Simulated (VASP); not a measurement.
Wanted: the native input for a VASP 6.6.1 run.

| Property | Result |
| --- | --- |
| Task | relaxation of cell and atoms |
| Functional | PBE |
| Dispersion | D3(BJ) |
| Potentials or basis | VASP PAW PBE potentials, release 64 (W_sv, C) |
| Cutoff | 600 eV |
| k mesh | 18 × 18 × 14 |
| Occupations | gaussian, width 0.1 eV |
| Spin | no spin polarisation |
| Dipole correction | no |
| Further INCAR settings | ALGO = Normal; EDIFF = 1e-06; IBRION = 2; EDIFFG = -0.005; NSW = 70; ISIF = 3 |

The structure of WC lies in POSCAR:

```
WC
1.0
    2.9216789062      0.0000000000      0.0000000000
   -1.4608394531      2.5302481545      0.0000000000
    0.0000000000      0.0000000000      2.8470525963
W C
1 1
Direct
    0.0000000000      0.0000000000      0.0000000000
    0.6666666667      0.3333333333      0.5000000000
```

The input as run:

INCAR

```
PREC     = Accurate       # precision mode
ENCUT    = 600            # plane-wave cutoff, eV
EDIFF    = 1E-6           # SCF threshold, eV
ISMEAR   = 0              # smearing method
SIGMA    = 0.1            # smearing width, eV
LREAL    = False          # projectors in reciprocal space
LASPH    = True           # aspherical terms in the spheres
NELM     = 100            # most SCF steps
ALGO     = Normal         # electronic algorithm
ISIF     = 3              # what is computed and relaxed
LWAVE    = False          # write WAVECAR
LCHARG   = False          # write CHGCAR
GGA      = PE             # functional
IVDW     = 12             # dispersion correction
IBRION   = 2              # ionic algorithm
NSW      = 70             # ionic steps
EDIFFG   = -0.005         # ionic threshold
```

KPOINTS

```
regular mesh
0
Gamma
  18 18 14
```

Potentials or basis: VASP PAW PBE potentials, release 64 (W_sv, C).

The run is started by

```bash
$ cat potpaw_PBE.64/W_sv/POTCAR potpaw_PBE.64/C/POTCAR > POTCAR
$ mpirun -np 1 vasp_std > vasp.out
```

Results of the run:

```
Relaxed volume                         : 10.36 Å³/atom
Relaxed cell                           : a = 2.904 Å, b = 2.904 Å, c = 2.835 Å, α = 90.00°, β = 90.00°, γ = 120.00°
Space group after relaxing (to 0.05 Å) : P-6m2 (No. 187)
Energy gained by relaxing              : 3.3 meV/atom
Ionic steps                            : 6
Pressure after relaxing                : 0.0 GPa
Band gap on the k mesh                 : zero (band 9 reaches 11.73 eV, above the bottom of band 10 at 10.52 eV)
Dispersion energy per atom             : -0.463 eV
```

Caveat: spin-orbit coupling is left out, which moves the levels of the heavy elements; pairwise dispersion overbinds metals, which lowers pressure and volume.

Run time: 5.3 min on 1 thread of AMD EPYC 7R13 (shared host), peak memory 0.22 GiB.
